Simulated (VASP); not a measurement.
# Si2W (P6_222) in VASP: notebook

Runs on Si2W. Level: LDA. Tasks: single point.

All numbers are computed with VASP 6.6.1; they aren't measurements. Logs are shortened: lines on timing, memory, paths and dates and some standing lists are left out, and cuts for length are marked.

### 1 The cell of the first run

The structure is hexagonal, space group P6_222 (No. 180). The conventional cell has a = 4.593 Å, b = 4.593 Å, c = 6.450 Å, α = 90.00°, β = 90.00°, γ = 120.00°. Si (site symmetry 2) has 5 W at 2.51 to 2.68 Å and 9 Si at 2.56 to 3.22 Å within 3.3 Å. W (site symmetry 222) has 10 Si at 2.51 to 2.68 Å and 4 W at 3.15 Å within 3.3 Å.

### 2 Single point, LDA (c/a of the conventional cell at fixed volume 1.4043)

Contents of INCAR:

```
PREC = Accurate
ENCUT = 520
EDIFF = 1E-7
ISMEAR = 0
SIGMA = 0.03
LREAL = F
LASPH = T
NELM = 80
ALGO = Normal
ISIF = 2
LWAVE = F
LCHARG = F
GGA = CA
NBANDS = 43
```

Contents of KPOINTS:

```
regular mesh
0
Gamma
  9 9 6
```

Contents of POSCAR:

```
Si2W
1.0
    4.5927688295      0.0000000000      0.0000000000
   -2.2963844148      3.9774544801      0.0000000000
    0.0000000000      0.0000000000      6.4496252673
Si W
6 3
Direct
    0.8255546399      0.6511092798      0.5000000000
    0.1744453601      0.8255546399      0.8333333333
    0.6511092798      0.8255546399      0.1666666667
    0.1744453601      0.3488907202      0.5000000000
    0.8255546399      0.1744453601      0.8333333333
    0.3488907202      0.1744453601      0.1666666667
    0.0000000000      0.5000000000      0.1666666667
    0.5000000000      0.5000000000      0.8333333333
    0.5000000000      0.0000000000      0.5000000000
```

Potentials or basis: VASP PAW LDA potentials, release 64 (Si, W_sv).

Launch:

```sh
$ cat potpaw_LDA.64/Si/POTCAR potpaw_LDA.64/W_sv/POTCAR > POTCAR
$ mpirun -np 1 vasp_std > vasp.out
```

OUTCAR:

```text
PREC = Accurate
   ENCUT = 520
   EDIFF = 1E-7
   ISMEAR = 0
   LREAL = F
   LASPH = T
   NELM = 80
   ISIF = 2
   GGA = CA

 ion  position               nearest neighbor table
   1  0.826  0.651  0.500-   8 2.51   7 2.51   2 2.56   3 2.56   9 2.59   4 2.59   4 2.59   9 2.68
                             9 2.68   4 2.78   6 3.07   5 3.07
   2  0.174  0.826  0.833-   9 2.51   7 2.51   1 2.56   6 2.56   8 2.59   5 2.59   5 2.59   8 2.68
                             8 2.68   5 2.78   4 3.07   3 3.07
   3  0.651  0.826  0.167-   9 2.51   8 2.51   1 2.56   5 2.56   7 2.59   6 2.59   6 2.59   7 2.68
                             7 2.68   6 2.78   4 3.07   2 3.07
   4  0.174  0.349  0.500-   8 2.51   7 2.51   5 2.56   6 2.56   9 2.59   1 2.59   1 2.59   9 2.68
                             9 2.68   1 2.78   3 3.07   2 3.07
   5  0.826  0.174  0.833-   9 2.51   7 2.51   4 2.56   3 2.56   8 2.59   2 2.59   2 2.59   8 2.68
                             8 2.68   2 2.78   1 3.07   6 3.07
   6  0.349  0.174  0.167-   9 2.51   8 2.51   4 2.56   2 2.56   7 2.59   3 2.59   3 2.59   7 2.68
                             7 2.68   3 2.78   1 3.07   5 3.07
   7  0.000  0.500  0.167-   1 2.51   4 2.51   2 2.51   5 2.51   3 2.59   6 2.59   6 2.68   3 2.68
                             3 2.68   6 2.68   9 3.15   9 3.15   8 3.15   8 3.15
   8  0.500  0.500  0.833-   1 2.51   4 2.51   3 2.51   6 2.51   5 2.59   2 2.59   2 2.68   5 2.68
                             2 2.68   5 2.68   9 3.15   9 3.15   7 3.15   7 3.15
   9  0.500  0.000  0.500-   2 2.51   5 2.51   3 2.51   6 2.51   1 2.59   4 2.59   4 2.68   1 2.68
                             1 2.68   4 2.68   7 3.15   7 3.15   8 3.15   8 3.15

  LATTYP: Found a hexagonal cell.
 ALAT       =     4.5927688295
 C/A-ratio  =     1.4043000000

  Lattice vectors:

 A1 = (   4.5927688295,   0.0000000000,   0.0000000000)
 A2 = (  -2.2963844148,   3.9774544801,   0.0000000000)
 A3 = (   0.0000000000,   0.0000000000,   6.4496252673)

Analysis of symmetry for initial positions (statically):
=====================================================================
 Subroutine PRICEL returns:
 Original cell was already a primitive cell.

 Routine SETGRP: Setting up the symmetry group for a
 hexagonal supercell.

 Subroutine GETGRP returns: Found 12 space group operations
 (whereof  4 operations were pure point group operations)
 out of a pool of 24 trial point group operations.

The static configuration has the point symmetry D_2 .
 The point group associated with its full space group is D_6 .

Analysis of symmetry for dynamics (positions and initial velocities):
=====================================================================
 Subroutine PRICEL returns:
 Original cell was already a primitive cell.

[... 129 lines left out ...]
   ISYM   =      2    0-nonsym 1-usesym 2-fastsym
   POTIM  = 0.5000    time-step for ionic-motion
   TEBEG  =    0.0;   TEEND  =   0.0 temperature during run
   PSTRESS=    0.0 pullay stress
   NELECT =      66.0000    total number of electrons
   NUPDOWN=      -1.0000    fix difference up-down
   EMIN   =  10.00;   EMAX   =-10.00  energy-range for DOS
   EFERMI =   0.00;   METHOD = LEGACY
   ISMEAR =     0;   SIGMA  =   0.03  broadening in eV -4-tet -1-fermi 0-gaus
   EFERMI_NEDOS =   21; number of points for ismear=-14 and -15
   IALGO  =     38    algorithm
   IMIX   =      4    mixing-type and parameters
     AMIX     =   0.40;   BMIX     =  1.00
     AMIX_MAG =   1.60;   BMIX_MAG =  1.00
  volume/ion in A,a.u.               =      13.09        88.34
  Fermi-wavevector in a.u.,A,eV,Ry     =   1.349537  2.550255 24.779603  1.821249
  Thomas-Fermi vector in A             =   2.477115
   LORBIT       =      0    0 simple, 1 ext, 2 COOP (PROOUT), +10 PAW based schemes
   GGA     = CA    functional components
   LHFCALC =     F    Hartree Fock is set to
   AEXX    =    0.0000 exact exchange contribution
   IVDW    =     0    specifies the selected vdW correction
   LEPSILON=     F    determine dielectric tensor
   LRPA    =     F    only Hartree local field effects (RPA)
 non-spin polarized calculation
 Gauss-broadening in eV      SIGMA  =   0.03
  energy-cutoff  :      520.00
  volume of cell :      117.82
 maximum number of plane-waves:      3204
 NGX is ok and might be reduce to    36
   NGX = 17   NGY = 17   NGZ = 23

 number of electron      66.0000000 magnetization

 Free energy of the ion-electron system (eV)
  ---------------------------------------------------
  ext. energy  EPLUGINS =         0.00000000
  ---------------------------------------------------
  free energy    TOTEN  =       -81.05740520 eV

  energy without entropy =      -81.05740495  energy(sigma->0) =      -81.05740508

 E-fermi :  12.9296     XC(G=0): -12.7766

 val. band max:       12.8478588373   @ k =   0.4444   0.0000   0.5000
 cond. band min:      13.0113346049   @ k =   0.4444   0.0000   0.0000
 fundamental gap:      0.1634757676
 Fermi energy:        12.9295992479

 k-point     1 :       0.0000    0.0000    0.0000
  band No.  band energies     occupation
      1     -60.9166      2.00000
      2     -60.9005      2.00000
      3     -60.9005      2.00000
      4     -25.6466      2.00000
      5     -25.6234      2.00000
      6     -25.6234      2.00000
[... 1093 lines left out ...]
     42      16.1810      0.00000
     43      16.2900      0.00000

 [... further k-points ...]
[... 5 lines left out ...]
  --------------------------------------------------------------------------------------
  -------------------------------------------------------------------------------------
  Total        0.0014949      0.0014949      6.5594168     -0.0000000      0.0000000     -0.0000000
  in kB        0.0203293      0.0203293     89.1993165     -0.0000000      0.0000000     -0.0000000
  external PRESSURE =      29.7466584 kB  Pullay stress =       0.0000000 kB

 VOLUME and BASIS-vectors are now :
 -----------------------------------------------------------------------------
  energy-cutoff  :      520.00
  volume of cell :      117.82
      direct lattice vectors                 reciprocal lattice vectors
     4.592768829  0.000000000  0.000000000     0.217733580  0.125708541  0.000000000
    -2.296384415  3.977454480  0.000000000     0.000000000  0.251417082  0.000000000
     0.000000000  0.000000000  6.449625267     0.000000000  0.000000000  0.155047768

 POSITION                                       TOTAL-FORCE (eV/Angst)
 -----------------------------------------------------------------------------------
      2.29638      2.58976      3.22481        -0.000000      1.368886      0.000000
     -1.09460      3.28361      5.37469        -1.185490      0.684443      0.000000
      1.09460      3.28361      1.07494         1.185490      0.684443      0.000000
     -0.00000      1.38770      3.22481         0.000000     -1.368886      0.000000
      3.39099      0.69385      5.37469         1.185490     -0.684443      0.000000
      1.20178      0.69385      1.07494        -1.185490     -0.684443      0.000000
     -1.14819      1.98873      1.07494        -0.000000      0.000000      0.000000
      1.14819      1.98873      5.37469        -0.000000      0.000000     -0.000000
      2.29638      0.00000      3.22481         0.000000      0.000000     -0.000000
 -----------------------------------------------------------------------------------
    total drift:                                0.000000     -0.000000      0.000000

  FREE ENERGIE OF THE ION-ELECTRON SYSTEM (eV)
  ---------------------------------------------------
  free  energy   TOTEN  =       -81.0574052000 eV

  energy  without entropy=      -81.0574049503  energy(sigma->0) =      -81.05740508
```

stdout:

```text
POSCAR found type information on POSCAR SiW
 POSCAR found :  2 types and       9 ions
 scaLAPACK will be used
 LDA part: xc-table for (Slater(with rela. corr.)+CA(PZ))
 , standard interpolation
 POSCAR, INCAR and KPOINTS ok, starting setup
 FFT: planning ... GRIDC
 FFT: planning ... GRID_SOFT
 FFT: planning ... GRID
 WAVECAR not read
 entering main loop
```

Run time: 1.7 min. Hardware: 1 thread of Intel Xeon 6975P-C (Granite Rapids), shared host; peak memory 0.31 GiB.

Results:

```
Free energy            : -81.0574 eV
Pressure               : 3.0 GPa
Largest force          : 1.369 eV/Å
Band gap on the k mesh : 0.16 eV, indirect (least direct gap 0.56 eV)
```

Forces on the atoms (eV/Å):
```
Si   0.000  1.369  0.000
Si  -1.185  0.684  0.000
Si   1.185  0.684  0.000
Si   0.000 -1.369  0.000
Si   1.185 -0.684  0.000
Si  -1.185 -0.684  0.000
W    0.000  0.000  0.000
W    0.000  0.000  0.000
W    0.000  0.000  0.000
```

Levels at points of the mesh, in eV from the valence-band top:
```csv
k point,band 30,band 31,band 32,band 33,band 34,band 35,band 36,band 37
"(0.00, 0.00, 0.00)",-3.19,-3.05,-2.88,-1.11,2.35,2.35,2.46,2.49
"(0.00, 0.00, 0.50)",-3.05,-2.14,-0.64,-0.64,1.71,2.28,2.28,2.32
```

Caveat: spin-orbit coupling is left out, which moves the levels of the heavy elements; forces of over 1 eV/Å act on the atoms, so gaps and moduli don't describe the material at rest.

### 3 Single point, LDA (c/a of the conventional cell at fixed volume 1.3274)

Contents of INCAR:

```
ALGO = Normal ; EDIFF = 1E-6
ENCUT = 520 ; ISIF = 2
ISMEAR = 0 ; LASPH = T
LCHARG = T ; LELF = T
LREAL = F ; LVHAR = T
LWAVE = F ; NBANDS = 43
NELM = 60 ; PREC = Accurate
SIGMA = 0.03
```

Contents of KPOINTS:

```
k-points
0
Gamma
  9 9 6
```

Contents of POSCAR:

```
Si2W
1.0
    4.6797998650      0.0000000000      0.0000000000
   -2.3398999325      4.0528255677      0.0000000000
    0.0000000000      0.0000000000      6.2119663407
Si W
6 3
Direct
    0.8044091907      0.6088183814      0.5000000000
    0.1955908093      0.8044091907      0.8333333333
    0.6088183814      0.8044091907      0.1666666667
    0.1955908093      0.3911816186      0.5000000000
    0.8044091907      0.1955908093      0.8333333333
    0.3911816186      0.1955908093      0.1666666667
    0.0000000000      0.5000000000      0.1666666667
    0.5000000000      0.5000000000      0.8333333333
    0.5000000000      0.0000000000      0.5000000000
```

Potentials or basis: VASP PAW LDA potentials, release 64 (Si, W_sv).

Launch:

```sh
$ cat potpaw_LDA.64/Si/POTCAR potpaw_LDA.64/W_sv/POTCAR > POTCAR
$ mpirun -np 1 vasp_std > vasp.out
```

Wall time 92 s (1 thread of Intel Xeon 6975P-C (Granite Rapids), shared host); peak memory 0.31 GiB.

It converged, with:

| Item | Value |
| --- | --- |
| Free energy | -78.1588 eV |
| Pressure | 14.8 GPa |
| Largest force | 3.241 eV/Å |
| Band gap on the k mesh | 0.05 eV, indirect (least direct gap 0.13 eV) |

Forces on the atoms (eV/Å):
```
Si   0.000  3.241  0.000
Si  -2.807  1.621  0.000
Si   2.807  1.621  0.000
Si   0.000 -3.241  0.000
Si   2.807 -1.621  0.000
Si  -2.807 -1.621  0.000
W    0.000  0.000  0.000
W    0.000  0.000  0.000
W    0.000  0.000  0.000
```

Stress tensor (GPa, compression positive):
```
 7.68  0.00  0.00
 0.00  7.68  0.00
 0.00  0.00 29.12
```

Levels at points of the mesh, in eV from the valence-band top:
| k point | band 30 | band 31 | band 32 | band 33 | band 34 | band 35 | band 36 | band 37 |
| --- | --- | --- | --- | --- | --- | --- | --- | --- |
| (0.00, 0.00, 0.00) | -3.01 | -3.01 | -2.75 | -1.55 | 1.48 | 1.48 | 1.57 | 2.47 |
| (0.00, 0.00, 0.50) | -1.91 | -1.62 | -0.64 | -0.64 | 1.01 | 1.72 | 1.78 | 1.78 |

Caveat: spin-orbit coupling is left out, which moves the levels of the heavy elements; forces of over 1 eV/Å act on the atoms, so gaps and moduli don't describe the material at rest.

[end of part 1 of 2]
